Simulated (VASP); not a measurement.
# ZnO (P6_3/mmc) in VASP: single point with PBEsol

Aim: the single point of ZnO with PBEsol.

Program: VASP 6.6.1. These are calculated values, not measurements. Logs are shortened: lines on timing, memory, paths and dates and some standing lists are left out, and cuts for length are marked.

## Step 1: The cell of the first run

The structure is hexagonal, space group P6_3/mmc (No. 194). The conventional cell has a = 3.288 Å, b = 3.288 Å, c = 7.130 Å, α = 90.00°, β = 90.00°, γ = 120.00°. Zn (site symmetry -6m2) has 3 O at 1.90 Å within 2.5 Å. O (site symmetry -6m2) has 3 Zn at 1.90 Å within 2.5 Å.

## Step 2: Single point, PBEsol

INCAR reads:

```
  PREC = Accurate
  ENCUT = 600
  EDIFF = 1E-6
  ISMEAR = 0
  SIGMA = 0.01
  LREAL = False
  LASPH = True
  NELM = 120
  ALGO = Normal
  ISIF = 2
  LWAVE = False
  LCHARG = False
  GGA = PS
  NBANDS = 26
  GGA_COMPAT = False
```

KPOINTS reads:

```
regular mesh
0
Gamma
  7 7 3
```

POSCAR reads:

```
ZnO
1.0
    3.2879670000      0.0000000000      0.0000000000
   -1.6439835000      2.8474629488      0.0000000000
    0.0000000000      0.0000000000      7.1304410000
Zn O
2 2
Direct
    0.0000000000      0.0000000000      0.7500000000
    0.0000000000      0.0000000000      0.2500000000
    0.3333333333      0.6666666667      0.2500000000
    0.6666666667      0.3333333333      0.7500000000
```

Potentials or basis: VASP PAW PBE potentials, release 64 (Zn, O).

Started as:

```
$ cat potpaw_PBE.64/Zn/POTCAR potpaw_PBE.64/O/POTCAR > POTCAR
$ mpirun -np 1 vasp_std > vasp.out
```

OUTCAR:

```text
PREC = Accurate
   ENCUT = 600
   EDIFF = 1E-6
   ISMEAR = 0
   LREAL = False
   LASPH = True
   NELM = 120
   ISIF = 2
   GGA = PS

 ion  position               nearest neighbor table
   1  0.000  0.000  0.750-   4 1.90   4 1.90   4 1.90
   2  0.000  0.000  0.250-   3 1.90   3 1.90   3 1.90
   3  0.333  0.667  0.250-   2 1.90   2 1.90   2 1.90
   4  0.667  0.333  0.750-   1 1.90   1 1.90   1 1.90

  LATTYP: Found a hexagonal cell.
 ALAT       =     3.2879670000
 C/A-ratio  =     2.1686473739

  Lattice vectors:

 A1 = (   3.2879670000,   0.0000000000,   0.0000000000)
 A2 = (  -1.6439835000,   2.8474629488,   0.0000000000)
 A3 = (   0.0000000000,   0.0000000000,   7.1304410000)

Analysis of symmetry for initial positions (statically):
=====================================================================
 Subroutine PRICEL returns:
 Original cell was already a primitive cell.

 Routine SETGRP: Setting up the symmetry group for a
 hexagonal supercell.

 Subroutine GETGRP returns: Found 24 space group operations
 (whereof 12 operations were pure point group operations)
 out of a pool of 24 trial point group operations.

The static configuration has the point symmetry D_3d.
 The point group associated with its full space group is D_6h.

Analysis of symmetry for dynamics (positions and initial velocities):
=====================================================================
 Subroutine PRICEL returns:
 Original cell was already a primitive cell.

 Routine SETGRP: Setting up the symmetry group for a
 hexagonal supercell.

 Subroutine GETGRP returns: Found 24 space group operations
 (whereof 12 operations were pure point group operations)
 out of a pool of 24 trial point group operations.

The dynamic configuration has the point symmetry D_3d.
 The point group associated with its full space group is D_6h.

 Subroutine INISYM returns: Found 24 space group operations
 (whereof 12 operations are pure point group operations),
 and found     1 'primitive' translations

----------------------------------------------------------------------------------------

                                     Primitive cell

  volume of cell :      66.7578

  direct lattice vectors                    reciprocal lattice vectors
     3.287967000  0.000000000  0.000000000     0.304139306  0.175594910  0.000000000
    -1.643983500  2.847462949  0.000000000     0.000000000  0.351189820  0.000000000
     0.000000000  0.000000000  7.130441000     0.000000000  0.000000000  0.140243780

  length of vectors
     3.287967000  3.287967000  7.130441000     0.351189820  0.351189820  0.140243780

  position of ions in fractional coordinates (direct lattice)
     0.000000000  0.000000000  0.750000000
     0.000000000  0.000000000  0.250000000
     0.333333333  0.666666667  0.250000000
     0.666666667  0.333333333  0.750000000

  ion indices of the primitive-cell ions
   primitive index   ion index
                 1           1
                 2           2
                 3           3
                 4           4

----------------------------------------------------------------------------------------

 KPOINTS: regular mesh

Automatic generation of k-mesh.
 Grid dimensions read from file:
 generate k-points for:    7    7    3

 Generating k-lattice:

  Cartesian coordinates                     Fractional coordinates (reciprocal lattice)
     0.043448472  0.025084987  0.000000000     0.142857143  0.000000000  0.000000000
     0.000000000  0.050169974  0.000000000     0.000000000  0.142857143  0.000000000
     0.000000000  0.000000000  0.046747927     0.000000000  0.000000000  0.333333333

  Length of vectors
     0.050169974  0.050169974  0.046747927

  Shift w.r.t. Gamma in fractional coordinates (k-lattice)
     0.000000000  0.000000000  0.000000000

 Subroutine IBZKPT returns following result:
 ===========================================

 Found     16 irreducible k-points:

 Following reciprocal coordinates:
            Coordinates               Weight
  0.000000  0.000000  0.000000      1.000000
  0.142857  0.000000  0.000000      6.000000
  0.285714  0.000000  0.000000      6.000000
  0.428571 -0.000000  0.000000      6.000000
  0.142857  0.142857  0.000000      6.000000
  0.285714  0.142857  0.000000     12.000000
[... 8 lines left out ...]
  0.428571  0.142857  0.333333     12.000000
  0.285714  0.285714  0.333333     12.000000
   k-points           NKPTS =     16   k-points in BZ     NKDIM =     16   number of bands    NBANDS=     26
   number of dos      NEDOS =    301   number of ions     NIONS =      4
   total plane-waves  NPLWV =  47040
   dimension x,y,z NGX =    28 NGY =   28 NGZ =   60
   dimension x,y,z NGXF=    56 NGYF=   56 NGZF=  120
   ions per type =               2   2
   NGX,Y,Z   is equivalent  to a cutoff of  14.16, 14.16, 13.99 a.u.
   NGXF,Y,Z  is equivalent  to a cutoff of  28.31, 28.31, 27.98 a.u.
 SYSTEM =  unknown system
   PREC   = accura    normal or accurate (medium, high low for compatibility)
   ISTART =      0    job   : 0-new  1-cont  2-samecut
   ICHARG =      2    charge: 1-file 2-atom 10-const
   ISPIN  =      1    spin polarized calculation?
   LNONCOLLINEAR =      F non collinear calculations
   LSORBIT =      F    spin-orbit coupling
   LASPH  =      T    aspherical Exc in radial PAW
   ENCUT  =  600.0 eV  44.10 Ry    6.64 a.u.   6.57  6.57 14.24*2*pi/ulx,y,z
   NELM   =    120;   NELMIN=  2; NELMDL= -5     # of ELM steps
   EDIFF  = 0.1E-05   stopping-criterion for ELM
   LREAL  =      F    real-space projection
   EDIFFG = 0.1E-04   stopping-criterion for IOM
   NSW    =      0    number of steps for IOM
   IBRION =     -1    ionic relax: 0-MD 1-quasi-New 2-CG
   NFREE  =      0    steps in history (QN), initial steepest desc. (CG)
   ISIF   =      2    stress and relaxation
   ISYM   =      2    0-nonsym 1-usesym 2-fastsym
   POTIM  = 0.5000    time-step for ionic-motion
   TEBEG  =    0.0;   TEEND  =   0.0 temperature during run
   PSTRESS=    0.0 pullay stress
   NELECT =      36.0000    total number of electrons
   NUPDOWN=      -1.0000    fix difference up-down
   EMIN   =  10.00;   EMAX   =-10.00  energy-range for DOS
   EFERMI =   0.00;   METHOD = LEGACY
   ISMEAR =     0;   SIGMA  =   0.01  broadening in eV -4-tet -1-fermi 0-gaus
   EFERMI_NEDOS =   21; number of points for ismear=-14 and -15
   IALGO  =     38    algorithm
   IMIX   =      4    mixing-type and parameters
     AMIX     =   0.40;   BMIX     =  1.00
     AMIX_MAG =   1.60;   BMIX_MAG =  1.00
  volume/ion in A,a.u.               =      16.69       112.63
  Fermi-wavevector in a.u.,A,eV,Ry     =   1.332524  2.518105 24.158778  1.775620
  Thomas-Fermi vector in A             =   2.461452
   LORBIT       =      0    0 simple, 1 ext, 2 COOP (PROOUT), +10 PAW based schemes
   GGA     = PS    functional components
   LHFCALC =     F    Hartree Fock is set to
   AEXX    =    0.0000 exact exchange contribution
   IVDW    =     0    specifies the selected vdW correction
   LEPSILON=     F    determine dielectric tensor
   LRPA    =     F    only Hartree local field effects (RPA)
 non-spin polarized calculation
 Gauss-broadening in eV      SIGMA  =   0.01
  energy-cutoff  :      600.00
  volume of cell :       66.76
 maximum number of plane-waves:      2285
 NGX is ok and might be reduce to    28
   NGX = 13   NGY = 13   NGZ = 29

 number of electron      35.9999984 magnetization

 Free energy of the ion-electron system (eV)
  ---------------------------------------------------
  ext. energy  EPLUGINS =         0.00000000
  ---------------------------------------------------
  free energy    TOTEN  =       -18.27173794 eV

  energy without entropy =      -18.27173794  energy(sigma->0) =      -18.27173794

 E-fermi :  -0.8330     XC(G=0):  -9.1724

 val. band max:       -0.9103180149   @ k =   0.0000   0.0000   0.0000
 cond. band min:      -0.1588078963   @ k =   0.0000   0.0000   0.0000
 fundamental gap:      0.7515101186
 Fermi energy:        -0.8329810802

 k-point     1 :       0.0000    0.0000    0.0000
  band No.  band energies     occupation
      1     -18.3074      2.00000
      2     -18.2248      2.00000
      3      -7.0381      2.00000
      4      -7.0381      2.00000
      5      -7.0234      2.00000
      6      -7.0234      2.00000
[... 18 lines left out ...]
     25      11.8033      0.00000
     26      12.5927      0.00000

 k-point     2 :       0.1429    0.0000    0.0000
  band No.  band energies     occupation
      1     -18.2147      2.00000
      2     -18.1397      2.00000
      3      -7.0719      2.00000
      4      -7.0620      2.00000
      5      -6.9047      2.00000
      6      -6.8897      2.00000
[... 18 lines left out ...]
     25      11.2624      0.00000
     26      12.1648      0.00000

 k-point     3 :       0.2857    0.0000    0.0000
  band No.  band energies     occupation
      1     -17.9986      2.00000
      2     -17.9450      2.00000
      3      -7.0543      2.00000
      4      -7.0518      2.00000
      5      -6.5545      2.00000
      6      -6.5403      2.00000
[... 18 lines left out ...]
     25      11.5564      0.00000
     26      11.6768      0.00000

 k-point     4 :       0.4286   -0.0000    0.0000
  band No.  band energies     occupation
      1     -17.8139      2.00000
      2     -17.7879      2.00000
      3      -6.8816      2.00000
      4      -6.8752      2.00000
      5      -6.2385      2.00000
      6      -6.1908      2.00000
[... 18 lines left out ...]
     25      10.7390      0.00000
     26      12.9201      0.00000

 k-point     5 :       0.1429    0.1429    0.0000
  band No.  band energies     occupation
      1     -18.0601      2.00000
      2     -17.9996      2.00000
      3      -7.0718      2.00000
      4      -7.0709      2.00000
      5      -6.6538      2.00000
      6      -6.6416      2.00000
[... 18 lines left out ...]
     25      11.2530      0.00000
     26      12.0751      0.00000

 k-point     6 :       0.2857    0.1429    0.0000
  band No.  band energies     occupation
      1     -17.8587      2.00000
      2     -17.8230      2.00000
      3      -6.9277      2.00000
      4      -6.9222      2.00000
      5      -6.2470      2.00000
      6      -6.2380      2.00000
[... 195 lines left out ...]
 k-point    13 :       0.1429    0.1429    0.3333
  band No.  band energies     occupation
      1     -18.0451      2.00000
      2     -18.0149      2.00000
      3      -7.0721      2.00000
      4      -7.0718      2.00000
      5      -6.6511      2.00000
      6      -6.6450      2.00000
[... 18 lines left out ...]
     25      12.0356      0.00000
     26      12.7379      0.00000

 k-point    14 :       0.2857    0.1429    0.3333
  band No.  band energies     occupation
      1     -17.8498      2.00000
      2     -17.8320      2.00000
      3      -6.9276      2.00000
      4      -6.9249      2.00000
      5      -6.2473      2.00000
      6      -6.2435      2.00000
[... 18 lines left out ...]
     25      10.3982      0.00000
     26      11.3169      0.00000

 k-point    15 :       0.4286    0.1429    0.3333
  band No.  band energies     occupation
      1     -17.7587      2.00000
      2     -17.7509      2.00000
      3      -6.7566      2.00000
      4      -6.7564      2.00000
      5      -6.1963      2.00000
      6      -6.1278      2.00000
[... 18 lines left out ...]
     25      10.0095      0.00000
     26      10.5207      0.00000

 k-point    16 :       0.2857    0.2857    0.3333
  band No.  band energies     occupation
      1     -17.7390      2.00000
      2     -17.7324      2.00000
      3      -6.6797      2.00000
      4      -6.6739      2.00000
      5      -6.1648      2.00000
      6      -6.1276      2.00000
[... 18 lines left out ...]
     25       8.7263      0.00000
     26       9.4743      0.00000

------------------------ aborting loop because EDIFF is reached ----------------------------------------

  FORCE on cell =-STRESS in cart. coord.  units (eV):
  Direction    XX          YY          ZZ          XY          YZ          ZX
  --------------------------------------------------------------------------------------
  -------------------------------------------------------------------------------------
  Total       -2.2638659     -2.2638659     -0.4014634      0.0000000     -0.0000000      0.0000000
  in kB      -54.3324580    -54.3324580     -9.6350633      0.0000000     -0.0000000      0.0000000
  external PRESSURE =     -39.4333264 kB  Pullay stress =       0.0000000 kB

 VOLUME and BASIS-vectors are now :
 -----------------------------------------------------------------------------
  energy-cutoff  :      600.00
  volume of cell :       66.76
      direct lattice vectors                 reciprocal lattice vectors
     3.287967000  0.000000000  0.000000000     0.304139306  0.175594910  0.000000000
    -1.643983500  2.847462949  0.000000000     0.000000000  0.351189820  0.000000000
     0.000000000  0.000000000  7.130441000     0.000000000  0.000000000  0.140243780

 POSITION                                       TOTAL-FORCE (eV/Angst)
 -----------------------------------------------------------------------------------
      0.00000      0.00000      5.34783        -0.000000      0.000000     -0.000000
      0.00000      0.00000      1.78261         0.000000     -0.000000     -0.000000
     -0.00000      1.89831      1.78261         0.000000      0.000000     -0.000000
      1.64398      0.94915      5.34783        -0.000000     -0.000000      0.000000
 -----------------------------------------------------------------------------------
    total drift:                                0.000000     -0.000000      0.000000

  FREE ENERGIE OF THE ION-ELECTRON SYSTEM (eV)
  ---------------------------------------------------
  free  energy   TOTEN  =       -18.2717379433 eV

  energy  without entropy=      -18.2717379433  energy(sigma->0) =      -18.27173794
```

Wall time 55 s (1 thread of Intel Xeon 8259CL, shared host); peak memory 0.21 GiB.

Results:

- Free energy: -18.2717 eV
- Pressure: -3.9 GPa
- Band gap on the k mesh: 0.75 eV

Caveat: the cell stands under tension; semilocal functionals underestimate gaps, and a narrow one can read as zero; the PAW data sets were made with another functional, which shifts forces and pressure a little.
